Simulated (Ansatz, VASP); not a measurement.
## One calculation of CsBa3, two programs

INCAR

```
SYSTEM = CsBa3
  ALGO = Normal
  EDIFF = 1E-7
  ENCUT = 520
  GGA = PE
  ISIF = 2
  ISMEAR = -1
  LASPH = .True.
  LCHARG = .False.
  LREAL = .False.
  LWAVE = .False.
  NBANDS = 28
  NELM = 60
  PREC = Accurate
  SIGMA = 0.1
```

Contents of KPOINTS:

```
k-points
0
Gamma
  1 1 1
  0 0 0
```

Contents of POSCAR:

```
CsBa3
1.0
    6.6043710000      0.0000000000      0.0000000000
    0.0000000000      6.6043710000      0.0000000000
    0.0000000000      0.0000000000      6.6043710000
Cs Ba
1 3
Direct
    0.0000000000      0.0000000000      0.0000000000
    0.0000000000      0.5000000000      0.5000000000
    0.5000000000      0.0000000000      0.5000000000
    0.5000000000      0.5000000000      0.0000000000
```

Input for Ansatz:

```yaml
crystal:
  lattice:
    - [6.604371, 0.0, 0.0]
    - [0.0, 6.604371, 0.0]
    - [0.0, 0.0, 6.604371]
  atoms:
    - { symbol: Cs, position: [0.0, 0.0, 0.0] }
    - { symbol: Ba, position: [0.0, 0.5, 0.5] }
    - { symbol: Ba, position: [0.5, 0.0, 0.5] }
    - { symbol: Ba, position: [0.5, 0.5, 0.0] }
kpoints:
  mp_grid:
    grid: [1, 1, 1]
hamiltonian:
  xc: pbe
scf:
  occupations:
    method: fermi_dirac
    width: 0.1
output:
  stress: true
```

Alike in both runs: task single point; functional PBE; k mesh 1 × 1 × 1; occupations fermi-dirac, width 0.1 eV; no spin polarisation.

```csv
,VASP,Ansatz
version,VASP 6.6.1,Ansatz 0.2.0
potentials or method,"VASP PAW PBE potentials, release 64 (Cs_sv, Ba_sv)","plane waves, PAW"
plane-wave cutoff (eV),520,420
valence electrons in the cell,39,39
```

|  | VASP | Ansatz | Ansatz less VASP |
| --- | --- | --- | --- |
| pressure (GPa) | -3.7 | -3.7 | +0.01 |

The k mesh is coarse, so the values compare programs but aren't converged. Neither program's run includes spin-orbit coupling.
